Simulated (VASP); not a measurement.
Wanted: the native input for a VASP 6.6.1 run.

- Task: single point
- Functional: LDA
- Potentials or basis: VASP PAW LDA potentials, release 64 (Mg, O)
- Cutoff: 600 eV
- k mesh: 10 × 10 × 10
- Occupations: gaussian, width 0.01 eV
- Spin: no spin polarisation
- Dipole correction: no
- Further INCAR settings: ALGO = Normal; EDIFF = 1e-06; NBANDS = 11

The structure of MgO (rock salt) lies in POSCAR:

```
MgO
1.0
    0.0000000000      1.6595262518      1.6595262518
    1.6595262518      0.0000000000      1.6595262518
    1.6595262518      1.6595262518      0.0000000000
Mg O
1 1
Direct
    0.0000000000      0.0000000000      0.0000000000
    0.5000000000      0.5000000000      0.5000000000
```

This cell differs from its parent crystal: volume scaled by 0.49.

One way to write it, as run:

INCAR

```
ALGO = Normal ; EDIFF = 1E-6
ENCUT = 600 ; GGA_COMPAT = False
ISIF = 2 ; ISMEAR = 0
LASPH = True ; LCHARG = False
LREAL = False ; LWAVE = False
NBANDS = 11 ; NELM = 120
PREC = Accurate ; SIGMA = 0.01
```

KPOINTS

```
k-points
0
Gamma
  10 10 10
```

Potentials or basis: VASP PAW LDA potentials, release 64 (Mg, O).

Launch:

```sh
$ cat potpaw_LDA.64/Mg/POTCAR potpaw_LDA.64/O/POTCAR > POTCAR
$ mpirun -np 1 vasp_std > vasp.out
```

Results of the run:

| Property | Result |
| --- | --- |
| Pressure | 492.9 GPa |
| Band gap on the k mesh | 8.18 eV, indirect (least direct gap 10.73 eV) |

Wall time 4.2 s on 1 thread of Intel(R) Xeon(R) Platinum 8488C (Sapphire Rapids) (shared host), peak memory 0.12 GiB.
